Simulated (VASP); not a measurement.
A run of VASP 6.6.1:

File INCAR:

```
SYSTEM = ZnSe
PREC     = Accurate       ! precision mode
ENCUT    = 520            ! plane-wave cutoff, eV
EDIFF    = 1E-6           ! SCF threshold, eV
ISMEAR   = 0              ! smearing method
SIGMA    = 0.1            ! smearing width, eV
LREAL    = .False.        ! projectors in reciprocal space
LASPH    = .True.         ! aspherical terms in the spheres
NELM     = 100            ! most SCF steps
ALGO     = Normal         ! electronic algorithm
ISIF     = 2              ! what is computed and relaxed
LWAVE    = .False.        ! write WAVECAR
LCHARG   = .True.         ! write CHGCAR
GGA      = PE             ! functional
LELF     = .True.         ! ELF
LVHAR    = .True.       
NBANDS   = 16             ! bands
```

The input KPOINTS:

```
regular mesh
0
Gamma
  16 16 16
  0 0 0
```

The input POSCAR:

```
ZnSe
1.0
    3.3521379601      0.0000000000      0.0000000000
    0.0000000000      3.3521379601      0.0000000000
    0.0000000000      0.0000000000      3.3521379601
Zn Se
1 1
Direct
    0.5000000000      0.5000000000      0.5000000000
    0.0000000000      0.0000000000      0.0000000000
```

Potentials or basis: VASP PAW PBE potentials, release 64 (Zn, Se).

The run is started by

```console
$ cat potpaw_PBE.64/Zn/POTCAR potpaw_PBE.64/Se/POTCAR > POTCAR
$ mpirun -np 1 vasp_std > vasp.out
```

Hardware: 1 thread of Intel Xeon 6975P-C, with other jobs on the host.

Task: How long does it take, and how much memory?

Result: Wall time 74 s on 1 thread of Intel Xeon 6975P-C, with other jobs on the host, peak memory 0.24 GiB. Counts: scf iterations 12, k points 165.
